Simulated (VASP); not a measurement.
# Sc3TaO3 (Pm-3m) in VASP: further runs

Sc3TaO3 is run at these levels: PBE; tasks: single point, relaxation of cell and atoms.

Everything below comes from runs of VASP 6.6.1. Logs are shortened: lines on timing, memory, paths and dates and some standing lists are left out, and cuts for length are marked.

### 1 The cell of the first run

It takes space group Pm-3m (No. 221, cubic). Conventional cell: a = 4.466 Å, b = 4.466 Å, c = 4.466 Å, α = 90.00°, β = 90.00°, γ = 90.00°. Sc (site symmetry 4/mmm) has 4 O at 2.23 Å within 3.0 Å. Within 3.0 Å of Ta (site symmetry m-3m) lie 6 O at 2.23 Å. Within 3.0 Å of O (site symmetry 4/mmm) lie 4 Sc at 2.23 Å and 2 Ta at 2.23 Å.

### 2 Single point, PBE

File INCAR:

```
SYSTEM = Sc3TaO3
PREC = Accurate ; ENCUT = 520
EDIFF = 1E-6 ; ISMEAR = 0
SIGMA = 0.1 ; LREAL = .FALSE.
LASPH = .TRUE. ; NELM = 100
ALGO = Normal ; ISIF = 2
LWAVE = .FALSE. ; LCHARG = .TRUE.
GGA = PE ; LELF = .TRUE.
LVHAR = .TRUE. ; NBANDS = 40
```

File KPOINTS:

```
Automatic mesh
0
G
  8 8 8
  0 0 0
```

File POSCAR:

```
Sc3TaO3
1.0
    4.4655303322      0.0000000000      0.0000000000
    0.0000000000      4.4655303322      0.0000000000
    0.0000000000      0.0000000000      4.4655303322
Sc Ta O
3 1 3
Direct
    0.0000000000      0.5000000000      0.0000000000
    0.0000000000      0.0000000000      0.5000000000
    0.5000000000      0.0000000000      0.0000000000
    0.5000000000      0.5000000000      0.5000000000
    0.5000000000      0.0000000000      0.5000000000
    0.5000000000      0.5000000000      0.0000000000
    0.0000000000      0.5000000000      0.5000000000
```

Potentials or basis: VASP PAW PBE potentials, release 64 (Sc_sv, Ta_pv, O).

Command:

```
$ cat potpaw_PBE.64/Sc_sv/POTCAR potpaw_PBE.64/Ta_pv/POTCAR potpaw_PBE.64/O/POTCAR > POTCAR
$ mpirun -np 1 vasp_std > vasp.out
```

OUTCAR:

```text
SYSTEM = Sc3TaO3
   PREC = Accurate
   ENCUT = 520
   EDIFF = 1E-6
   ISMEAR = 0
   LREAL = .FALSE.
   LASPH = .TRUE.
   NELM = 100
   ISIF = 2
   GGA = PE

 ion  position               nearest neighbor table
   1  0.000  0.500  0.000-   6 2.23   7 2.23   7 2.23   6 2.23   3 3.16   2 3.16   4 3.16   4 3.16
                             2 3.16   3 3.16   2 3.16   3 3.16   4 3.16   2 3.16   4 3.16   3 3.16
   2  0.000  0.000  0.500-   5 2.23   7 2.23   7 2.23   5 2.23   3 3.16   1 3.16   3 3.16   1 3.16
                             4 3.16   4 3.16   1 3.16   3 3.16   4 3.16   1 3.16   3 3.16   4 3.16
   3  0.500  0.000  0.000-   5 2.23   6 2.23   5 2.23   6 2.23   2 3.16   2 3.16   4 3.16   4 3.16
                             1 3.16   4 3.16   1 3.16   4 3.16   1 3.16   2 3.16   2 3.16   1 3.16
   4  0.500  0.500  0.500-   5 2.23   6 2.23   7 2.23   6 2.23   5 2.23   7 2.23   1 3.16   3 3.16
                             1 3.16   2 3.16   3 3.16   2 3.16   3 3.16   1 3.16   2 3.16   3 3.16
   5  0.500  0.000  0.500-   2 2.23   3 2.23   4 2.23   3 2.23   4 2.23   2 2.23
   6  0.500  0.500  0.000-   1 2.23   3 2.23   4 2.23   4 2.23   3 2.23   1 2.23
   7  0.000  0.500  0.500-   1 2.23   2 2.23   4 2.23   1 2.23   2 2.23   4 2.23

  LATTYP: Found a simple cubic cell.
 ALAT       =     4.4655303322

  Lattice vectors:

 A1 = (   4.4655303322,   0.0000000000,   0.0000000000)
 A2 = (   0.0000000000,   4.4655303322,   0.0000000000)
 A3 = (   0.0000000000,   0.0000000000,   4.4655303322)

Analysis of symmetry for initial positions (statically):
=====================================================================
 Subroutine PRICEL returns:
 Original cell was already a primitive cell.

 Routine SETGRP: Setting up the symmetry group for a
 simple cubic supercell.

 Subroutine GETGRP returns: Found 48 space group operations
 (whereof 48 operations were pure point group operations)
 out of a pool of 48 trial point group operations.

The static configuration has the point symmetry O_h .

Analysis of symmetry for dynamics (positions and initial velocities):
=====================================================================
 Subroutine PRICEL returns:
 Original cell was already a primitive cell.

 Routine SETGRP: Setting up the symmetry group for a
 simple cubic supercell.

 Subroutine GETGRP returns: Found 48 space group operations
 (whereof 48 operations were pure point group operations)
 out of a pool of 48 trial point group operations.

The dynamic configuration has the point symmetry O_h .

 Subroutine INISYM returns: Found 48 space group operations
 (whereof 48 operations are pure point group operations),
 and found     1 'primitive' translations

----------------------------------------------------------------------------------------

                                     Primitive cell

  volume of cell :      89.0470

  direct lattice vectors                    reciprocal lattice vectors
     4.465530332  0.000000000  0.000000000     0.223937567  0.000000000  0.000000000
     0.000000000  4.465530332  0.000000000     0.000000000  0.223937567  0.000000000
     0.000000000  0.000000000  4.465530332     0.000000000  0.000000000  0.223937567

  length of vectors
     4.465530332  4.465530332  4.465530332     0.223937567  0.223937567  0.223937567

  position of ions in fractional coordinates (direct lattice)
     0.000000000  0.500000000  0.000000000
     0.000000000  0.000000000  0.500000000
     0.500000000  0.000000000  0.000000000
     0.500000000  0.500000000  0.500000000
     0.500000000  0.000000000  0.500000000
     0.500000000  0.500000000  0.000000000
     0.000000000  0.500000000  0.500000000

  ion indices of the primitive-cell ions
   primitive index   ion index
                 1           1
                 2           2
                 3           3
                 4           4
                 5           5
                 6           6
                 7           7

----------------------------------------------------------------------------------------

 KPOINTS: Automatic mesh

Automatic generation of k-mesh.
 Grid dimensions read from file:
 generate k-points for:    8    8    8

 Generating k-lattice:

  Cartesian coordinates                     Fractional coordinates (reciprocal lattice)
     0.027992196  0.000000000  0.000000000     0.125000000  0.000000000  0.000000000
     0.000000000  0.027992196  0.000000000     0.000000000  0.125000000  0.000000000
     0.000000000  0.000000000  0.027992196     0.000000000  0.000000000  0.125000000

  Length of vectors
     0.027992196  0.027992196  0.027992196

  Shift w.r.t. Gamma in fractional coordinates (k-lattice)
     0.000000000  0.000000000  0.000000000

 Subroutine IBZKPT returns following result:
 ===========================================

 Found     35 irreducible k-points:

 Following reciprocal coordinates:
            Coordinates               Weight
  0.000000  0.000000  0.000000      1.000000
  0.125000  0.000000  0.000000      6.000000
  0.250000  0.000000  0.000000      6.000000
  0.375000  0.000000  0.000000      6.000000
  0.500000  0.000000  0.000000      3.000000
  0.125000  0.125000  0.000000     12.000000
[... 16 lines left out ...]
  0.375000  0.375000  0.125000     24.000000
  0.500000  0.375000  0.125000     24.000000
 [... further k-points ...]
   k-points           NKPTS =     35   k-points in BZ     NKDIM =     35   number of bands    NBANDS=     40
   number of dos      NEDOS =    301   number of ions     NIONS =      7
   total plane-waves  NPLWV =  46656
   dimension x,y,z NGX =    36 NGY =   36 NGZ =   36
   dimension x,y,z NGXF=    72 NGYF=   72 NGZF=   72
   ions per type =               3   1   3
   NGX,Y,Z   is equivalent  to a cutoff of  13.40, 13.40, 13.40 a.u.
   NGXF,Y,Z  is equivalent  to a cutoff of  26.80, 26.80, 26.80 a.u.
 SYSTEM =  Sc3TaO3
   PREC   = accura    normal or accurate (medium, high low for compatibility)
   ISTART =      0    job   : 0-new  1-cont  2-samecut
   ICHARG =      2    charge: 1-file 2-atom 10-const
   ISPIN  =      1    spin polarized calculation?
   LNONCOLLINEAR =      F non collinear calculations
   LSORBIT =      F    spin-orbit coupling
   LASPH  =      T    aspherical Exc in radial PAW
   ENCUT  =  520.0 eV  38.22 Ry    6.18 a.u.   8.30  8.30  8.30*2*pi/ulx,y,z
   NELM   =    100;   NELMIN=  2; NELMDL= -5     # of ELM steps
   EDIFF  = 0.1E-05   stopping-criterion for ELM
   LREAL  =      F    real-space projection
   EDIFFG = 0.1E-04   stopping-criterion for IOM
   NSW    =      0    number of steps for IOM
   IBRION =     -1    ionic relax: 0-MD 1-quasi-New 2-CG
   NFREE  =      0    steps in history (QN), initial steepest desc. (CG)
   ISIF   =      2    stress and relaxation
   ISYM   =      2    0-nonsym 1-usesym 2-fastsym
   POTIM  = 0.5000    time-step for ionic-motion
   TEBEG  =    0.0;   TEEND  =   0.0 temperature during run
   PSTRESS=    0.0 pullay stress
   NELECT =      62.0000    total number of electrons
   NUPDOWN=      -1.0000    fix difference up-down
   EMIN   =  10.00;   EMAX   =-10.00  energy-range for DOS
   EFERMI =   0.00;   METHOD = LEGACY
   ISMEAR =     0;   SIGMA  =   0.10  broadening in eV -4-tet -1-fermi 0-gaus
   EFERMI_NEDOS =   21; number of points for ismear=-14 and -15
   IALGO  =     38    algorithm
   IMIX   =      4    mixing-type and parameters
     AMIX     =   0.40;   BMIX     =  1.00
     AMIX_MAG =   1.60;   BMIX_MAG =  1.00
  volume/ion in A,a.u.               =      12.72        85.85
  Fermi-wavevector in a.u.,A,eV,Ry     =   1.450994  2.741981 28.645492  2.105384
  Thomas-Fermi vector in A             =   2.568542
   LORBIT       =      0    0 simple, 1 ext, 2 COOP (PROOUT), +10 PAW based schemes
   GGA     = PE    functional components
   LHFCALC =     F    Hartree Fock is set to
   AEXX    =    0.0000 exact exchange contribution
   IVDW    =     0    specifies the selected vdW correction
   LEPSILON=     F    determine dielectric tensor
   LRPA    =     F    only Hartree local field effects (RPA)
 non-spin polarized calculation
 Gauss-broadening in eV      SIGMA  =   0.10
  energy-cutoff  :      520.00
  volume of cell :       89.05
 maximum number of plane-waves:      2440
 NGX is ok and might be reduce to    36
   NGX = 17   NGY = 17   NGZ = 17

 number of electron      61.9999983 magnetization

 Free energy of the ion-electron system (eV)
  ---------------------------------------------------
  ext. energy  EPLUGINS =         0.00000000
  ---------------------------------------------------
  free energy    TOTEN  =       -59.03152049 eV

  energy without entropy =      -58.99239042  energy(sigma->0) =      -59.01195545

 E-fermi :   7.2150     XC(G=0): -11.8629

 val. band max:        7.2128092144   @ k =   0.3750   0.2500   0.1250
 cond. band min:       7.2161104286   @ k =   0.5000   0.2500   0.2500
 fundamental gap:      0.0033012142
 Fermi energy:         7.2150272740

 k-point     1 :       0.0000    0.0000    0.0000
  band No.  band energies     occupation
      1     -42.3518      2.00000
      2     -42.2507      2.00000
      3     -42.2507      2.00000
      4     -28.7648      2.00000
      5     -28.7648      2.00000
      6     -28.7648      2.00000
[... 32 lines left out ...]
     39      10.2075      0.00000
     40      10.5250      0.00000

 k-point     2 :       0.1250    0.0000    0.0000
  band No.  band energies     occupation
      1     -42.3484      2.00000
      2     -42.2541      2.00000
      3     -42.2506      2.00000
      4     -28.7688      2.00000
      5     -28.7645      2.00000
      6     -28.7645      2.00000
[... 32 lines left out ...]
     39      10.2327      0.00000
     40      10.5962      0.00000

 k-point     3 :       0.2500    0.0000    0.0000
  band No.  band energies     occupation
      1     -42.3388      2.00000
      2     -42.2636      2.00000
      3     -42.2503      2.00000
      4     -28.7782      2.00000
      5     -28.7637      2.00000
      6     -28.7637      2.00000
[... 853 lines left out ...]
  band No.  band energies     occupation
      1     -42.3030      2.00000
      2     -42.2787      2.00000
      3     -42.2686      2.00000
      4     -28.7913      2.00000
      5     -28.7899      2.00000
      6     -28.7663      2.00000
[... 32 lines left out ...]
     39       9.9366      0.00000
     40      10.0238      0.00000

 k-point    24 :       0.5000    0.3750    0.1250
  band No.  band energies     occupation
      1     -42.2952      2.00000
      2     -42.2836      2.00000
      3     -42.2712      2.00000
      4     -28.7954      2.00000
      5     -28.7911      2.00000
      6     -28.7662      2.00000
[... 32 lines left out ...]
     39       9.8076      0.00000
     40       9.9565      0.00000

 [... further k-points ...]
[... 5 lines left out ...]
  --------------------------------------------------------------------------------------
  -------------------------------------------------------------------------------------
  Total        0.3906712      0.3906712      0.3906712      0.0000000      0.0000000     -0.0000000
  in kB        7.0291511      7.0291511      7.0291511      0.0000000      0.0000000     -0.0000000
  external PRESSURE =       7.0291511 kB  Pullay stress =       0.0000000 kB

 VOLUME and BASIS-vectors are now :
 -----------------------------------------------------------------------------
  energy-cutoff  :      520.00
  volume of cell :       89.05
      direct lattice vectors                 reciprocal lattice vectors
     4.465530332  0.000000000  0.000000000     0.223937567  0.000000000  0.000000000
     0.000000000  4.465530332  0.000000000     0.000000000  0.223937567  0.000000000
     0.000000000  0.000000000  4.465530332     0.000000000  0.000000000  0.223937567

 POSITION                                       TOTAL-FORCE (eV/Angst)
 -----------------------------------------------------------------------------------
      0.00000      2.23277      0.00000         0.000000      0.000000      0.000000
      0.00000      0.00000      2.23277         0.000000      0.000000      0.000000
      2.23277      0.00000      0.00000         0.000000      0.000000      0.000000
      2.23277      2.23277      2.23277         0.000000      0.000000      0.000000
      2.23277      0.00000      2.23277         0.000000      0.000000      0.000000
      2.23277      2.23277      0.00000         0.000000      0.000000      0.000000
      0.00000      2.23277      2.23277         0.000000      0.000000      0.000000
 -----------------------------------------------------------------------------------
    total drift:                                0.000000      0.000000     -0.000000

  FREE ENERGIE OF THE ION-ELECTRON SYSTEM (eV)
  ---------------------------------------------------
  free  energy   TOTEN  =       -59.0315204854 eV

  energy  without entropy=      -58.9923904207  energy(sigma->0) =      -59.01195545
```

It took 2.1 min on 1 thread of Intel Xeon Platinum 8259CL at 2.50GHz (Skylake/Cascade Lake), shared host; peak memory 0.27 GiB.

Results:

```yaml
Free_energy: -59.0315 eV
Pressure: 0.7 GPa
Band_gap_on_the_k_mesh: zero (band 31 reaches 7.46 eV, above the bottom of band 32 at 6.88 eV)
```

Caveat: spin-orbit coupling is left out, which moves the levels of the heavy elements.

(Part 1 of 2 ends here.)
